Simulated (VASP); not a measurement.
# Li4HgS3 (P3m1) in VASP: a series of runs

The runs below take Li4HgS3 through single point, relaxation of cell and atoms, with PBE.

Everything below comes from runs of VASP 6.6.1. Logs are shortened: lines on timing, memory, paths and dates and some standing lists are left out, and cuts for length are marked.

### Step 1. The cell of the first run

The structure is trigonal, space group P3m1 (No. 156). Conventional cell: a = 3.525 Å, b = 3.525 Å, c = 13.136 Å, α = 90.00°, β = 90.00°, γ = 120.00°. Within 3.3 Å of Li (site symmetry 3m) lie 6 S at 2.50 Å. Within 3.9 Å of Li (site symmetry 3m) lie 9 Li at 2.95 to 3.53 Å and 3 Hg at 3.00 Å and 1 S at 3.74 Å. Within 3.3 Å of Li (site symmetry 3m) lie 3 S at 2.50 Å and 3 Li at 2.95 Å. Within 3.3 Å of Li (site symmetry 3m) lie 6 S at 2.50 Å. Hg (site symmetry 3m) has 3 S at 2.55 Å and 6 Li at 3.00 to 3.62 Å and 6 Hg at 3.52 to 3.53 Å within 3.7 Å. Within 3.3 Å of S (site symmetry 3m) lie 3 Li at 2.50 Å and 3 Hg at 2.55 Å. Within 3.3 Å of S (site symmetry 3m) lie 6 Li at 2.50 Å and 1 S at 2.90 Å. Within 3.3 Å of S (site symmetry 3m) lie 6 Li at 2.50 Å and 1 S at 2.90 Å.

### Step 2. Single point, PBE

Contents of INCAR:

```
SYSTEM = Li4HgS3
  PREC = Accurate
  ENCUT = 520
  EDIFF = 1E-6
  ISMEAR = 0
  SIGMA = 0.1
  LREAL = .False.
  LASPH = .True.
  NELM = 60
  ALGO = Normal
  ISIF = 2
  LWAVE = .False.
  LCHARG = .True.
  GGA = PE
  LELF = .True.
  LVHAR = .True.
  NBANDS = 31
```

Contents of KPOINTS:

```
Automatic mesh
0
Gamma
  6 6 2
  0 0 0
```

Contents of POSCAR:

```
Li4HgS3
1.0
    3.5250000000      0.0000000000      0.0000000000
   -1.7625000000      3.0527395500      0.0000000000
    0.0000000000      0.0000000000     13.1358018100
Li Hg S
4 1 3
Direct
    0.0000000000      0.0000000000      0.0000000000
    0.6666666700      0.3333333300      0.3952926900
    0.0000000000      0.0000000000      0.5578683700
    0.6666666700      0.3333333300      0.7789341900
    0.3333333300      0.6666666700      0.2274981700
    0.6666666700      0.3333333300      0.1105329100
    0.3333333300      0.6666666700      0.6684012800
    0.3333333300      0.6666666700      0.8894670900
```

Potentials or basis: VASP PAW PBE potentials, release 64 (Li_sv, Hg, S).

Started as:

```
> cat potpaw_PBE.64/Li_sv/POTCAR potpaw_PBE.64/Hg/POTCAR potpaw_PBE.64/S/POTCAR > POTCAR
> mpirun -np 1 vasp_std > vasp.out
```

OUTCAR:

```text
SYSTEM = Li4HgS3
   PREC = Accurate
   ENCUT = 520
   EDIFF = 1E-6
   ISMEAR = 0
   LREAL = .False.
   LASPH = .True.
   NELM = 60
   ISIF = 2
   GGA = PE

 ion  position               nearest neighbor table
   1  0.000  0.000  0.000-   6 2.50   8 2.50   6 2.50   8 2.50   6 2.50   8 2.50
   2  0.667  0.333  0.395-   5 3.00   5 3.00   5 3.00
   3  0.000  0.000  0.558-   7 2.50   7 2.50   7 2.50
   4  0.667  0.333  0.779-   8 2.50   8 2.50   8 2.50   7 2.50   7 2.50   7 2.50
   5  0.333  0.667  0.227-   6 2.55   6 2.55   6 2.55   2 3.00   2 3.00   2 3.00
   6  0.667  0.333  0.111-   1 2.50   1 2.50   1 2.50   5 2.55   5 2.55   5 2.55
   7  0.333  0.667  0.668-   3 2.50   4 2.50   4 2.50   3 2.50   3 2.50   4 2.50
   8  0.333  0.667  0.889-   4 2.50   4 2.50   4 2.50   1 2.50   1 2.50   1 2.50

  LATTYP: Found a hexagonal cell.
 ALAT       =     3.5250000000
 C/A-ratio  =     3.7264685986

  Lattice vectors:

 A1 = (   3.5250000000,   0.0000000000,   0.0000000000)
 A2 = (  -1.7625000000,   3.0527395500,   0.0000000000)
 A3 = (   0.0000000000,   0.0000000000,  13.1358018100)

Analysis of symmetry for initial positions (statically):
=====================================================================
 Subroutine PRICEL returns:
 Original cell was already a primitive cell.

 Routine SETGRP: Setting up the symmetry group for a
 hexagonal supercell.

 Subroutine GETGRP returns: Found  6 space group operations
 (whereof  6 operations were pure point group operations)
 out of a pool of 24 trial point group operations.

The static configuration has the point symmetry C_3v.

Analysis of symmetry for dynamics (positions and initial velocities):
=====================================================================
 Subroutine PRICEL returns:
 Original cell was already a primitive cell.

 Routine SETGRP: Setting up the symmetry group for a
 hexagonal supercell.

 Subroutine GETGRP returns: Found  6 space group operations
 (whereof  6 operations were pure point group operations)
 out of a pool of 24 trial point group operations.

The dynamic configuration has the point symmetry C_3v.

 Subroutine INISYM returns: Found  6 space group operations
 (whereof  6 operations are pure point group operations),
 and found     1 'primitive' translations

----------------------------------------------------------------------------------------

                                     Primitive cell

  volume of cell :     141.3531

  direct lattice vectors                    reciprocal lattice vectors
[... 97 lines left out ...]
   TEBEG  =    0.0;   TEEND  =   0.0 temperature during run
   PSTRESS=    0.0 pullay stress
   NELECT =      42.0000    total number of electrons
   NUPDOWN=      -1.0000    fix difference up-down
   EMIN   =  10.00;   EMAX   =-10.00  energy-range for DOS
   EFERMI =   0.00;   METHOD = LEGACY
   ISMEAR =     0;   SIGMA  =   0.10  broadening in eV -4-tet -1-fermi 0-gaus
   EFERMI_NEDOS =   21; number of points for ismear=-14 and -15
   IALGO  =     38    algorithm
   IMIX   =      4    mixing-type and parameters
     AMIX     =   0.40;   BMIX     =  1.00
     AMIX_MAG =   1.60;   BMIX_MAG =  1.00
  volume/ion in A,a.u.               =      17.67       119.24
  Fermi-wavevector in a.u.,A,eV,Ry     =   1.092419  2.064374 16.236925  1.193380
  Thomas-Fermi vector in A             =   2.228685
   LORBIT       =      0    0 simple, 1 ext, 2 COOP (PROOUT), +10 PAW based schemes
   GGA     = PE    functional components
   LHFCALC =     F    Hartree Fock is set to
   AEXX    =    0.0000 exact exchange contribution
   IVDW    =     0    specifies the selected vdW correction
   LEPSILON=     F    determine dielectric tensor
   LRPA    =     F    only Hartree local field effects (RPA)
 non-spin polarized calculation
 Gauss-broadening in eV      SIGMA  =   0.10
  energy-cutoff  :      520.00
  volume of cell :      141.35
 maximum number of plane-waves:      3876
 NGX is ok and might be reduce to    28
   NGX = 13   NGY = 13   NGZ = 49

 number of electron      41.9999994 magnetization

 Free energy of the ion-electron system (eV)
  ---------------------------------------------------
  ext. energy  EPLUGINS =         0.00000000
  ---------------------------------------------------
  free energy    TOTEN  =       -23.42924375 eV

  energy without entropy =      -23.40348727  energy(sigma->0) =      -23.41636551

 E-fermi :   2.4561     XC(G=0):  -9.0467

 val. band max:        2.3933739854   @ k =   0.3333   0.1667   0.5000
 cond. band min:       2.4818480476   @ k =   0.0000   0.0000   0.0000
 fundamental gap:      0.0884740623
 Fermi energy:         2.4561434013

 k-point     1 :       0.0000    0.0000    0.0000
  band No.  band energies     occupation
      1     -44.3410      2.00000
      2     -43.2536      2.00000
      3     -42.0882      2.00000
      4     -41.9173      2.00000
      5     -10.8507      2.00000
      6      -9.8624      2.00000
[... 465 lines left out ...]
     30      10.2210      0.00000
     31      11.1566      0.00000

------------------------ aborting loop because EDIFF is reached ----------------------------------------

  FORCE on cell =-STRESS in cart. coord.  units (eV):
  Direction    XX          YY          ZZ          XY          YZ          ZX
  --------------------------------------------------------------------------------------
  -------------------------------------------------------------------------------------
  Total        5.2773127      5.2773127     -2.4706520      0.0000000      0.0000000      0.0000000
  in kB       59.8160797     59.8160798    -28.0037828      0.0000000      0.0000000      0.0000000
  external PRESSURE =      30.5427922 kB  Pullay stress =       0.0000000 kB

 VOLUME and BASIS-vectors are now :
 -----------------------------------------------------------------------------
  energy-cutoff  :      520.00
  volume of cell :      141.35
      direct lattice vectors                 reciprocal lattice vectors
     3.525000000  0.000000000  0.000000000     0.283687943  0.163787310  0.000000000
    -1.762500000  3.052739550  0.000000000     0.000000000  0.327574621  0.000000000
     0.000000000  0.000000000 13.135801810     0.000000000  0.000000000  0.076127823

 POSITION                                       TOTAL-FORCE (eV/Angst)
 -----------------------------------------------------------------------------------
      0.00000      0.00000      0.00000        -0.000000     -0.000000     -0.315519
      1.76250      1.01758      5.19249         0.000000      0.000000     -0.657717
      0.00000      0.00000      7.32805        -0.000000     -0.000000      1.237738
      1.76250      1.01758     10.23193        -0.000000      0.000000     -0.031362
     -0.00000      2.03516      2.98837         0.000000     -0.000000      1.630480
      1.76250      1.01758      1.45194         0.000000      0.000000     -0.898177
     -0.00000      2.03516      8.77999        -0.000000      0.000000     -0.867433
     -0.00000      2.03516     11.68386         0.000000     -0.000000     -0.098010
 -----------------------------------------------------------------------------------
    total drift:                               -0.000003      0.000002      0.000802

  FREE ENERGIE OF THE ION-ELECTRON SYSTEM (eV)
  ---------------------------------------------------
  free  energy   TOTEN  =       -23.4292437472 eV

  energy  without entropy=      -23.4034872733  energy(sigma->0) =      -23.41636551
```

OSZICAR:

```text
N       E                     dE             d eps       ncg     rms          rms(c)
DAV:   1     0.287154718462E+03    0.28715E+03   -0.17664E+04   868   0.133E+03
DAV:   2     0.599702352118E+01   -0.28116E+03   -0.26477E+03   972   0.319E+02
DAV:   3    -0.246385171961E+02   -0.30636E+02   -0.30310E+02  1298   0.854E+01
DAV:   4    -0.272385552007E+02   -0.26000E+01   -0.25719E+01  1434   0.240E+01
[... 13 lines left out ...]
DAV:  18    -0.234292524776E+02    0.13424E-04   -0.20359E-04  1051   0.404E-02    0.640E-02
DAV:  19    -0.234292481816E+02    0.42960E-05   -0.14725E-05  1082   0.151E-02    0.410E-02
DAV:  20    -0.234292461489E+02    0.20328E-05   -0.24201E-06   938   0.504E-03    0.301E-02
DAV:  21    -0.234292443012E+02    0.18476E-05   -0.78138E-06  1010   0.842E-03    0.115E-02
DAV:  22    -0.234292437472E+02    0.55404E-06   -0.19371E-06   866   0.447E-03
   1 F= -.23429244E+02 E0= -.23416366E+02  d E =-.257565E-01
```

stdout:

```text
POSCAR found type information on POSCAR LiHgS
 POSCAR found :  3 types and       8 ions
 scaLAPACK will be used
 LDA part: xc-table for (Slater+PW92), standard interpolation
 POSCAR, INCAR and KPOINTS ok, starting setup
 FFT: planning ... GRIDC
 FFT: planning ... GRID_SOFT
 FFT: planning ... GRID
 WAVECAR not read
 entering main loop
```

Wall time 77 s (1 thread of Intel Xeon Platinum 8488C (Sapphire Rapids), shared host); peak memory 0.28 GiB.

Results:

| Item | Value |
| --- | --- |
| Free energy | -23.4292 eV |
| Largest force | 1.630 eV/Å |
| Band gap on the k mesh | zero (bands 21 and 22 overlap by 0.86 eV) |

Forces in eV/Å, atoms in the order of the input:
```
Li   0.000  0.000 -0.316
Li   0.000  0.000 -0.658
Li   0.000  0.000  1.238
Li   0.000  0.000 -0.031
Hg   0.000  0.000  1.630
S    0.000  0.000 -0.898
S    0.000  0.000 -0.867
S    0.000  0.000 -0.098
```

Levels at points of the mesh, in eV from the Fermi level:
| k point | band 19 | band 20 | band 21 | band 22 | band 23 | band 24 |
| --- | --- | --- | --- | --- | --- | --- |
| (0.00, 0.00, 0.00) | 0.14 | 0.14 | 0.69 | 0.69 | 0.98 | 4.26 |
| (0.50, 0.00, 0.00) | -0.88 | -0.78 | -0.13 | 0.06 | 1.71 | 2.53 |
| (0.00, 0.00, 0.50) | 0.14 | 0.14 | 0.30 | 0.69 | 0.69 | 4.43 |
| (0.50, 0.00, 0.50) | -0.79 | -0.63 | -0.26 | -0.12 | 1.77 | 2.60 |

Caveat: the cutoff is under 1.25 times the usual one of these potentials, so pressure, stress and relaxed cells hold a basis-set (Pulay) error; spin-orbit coupling is left out, which moves the levels of the heavy elements; forces of over 1 eV/Å act on the atoms, so gaps and moduli don't describe the material at rest.

(Continued in part 2 of 2.)

The gap in the log of VASP goes by the Fermi energy; the results here count the filled bands.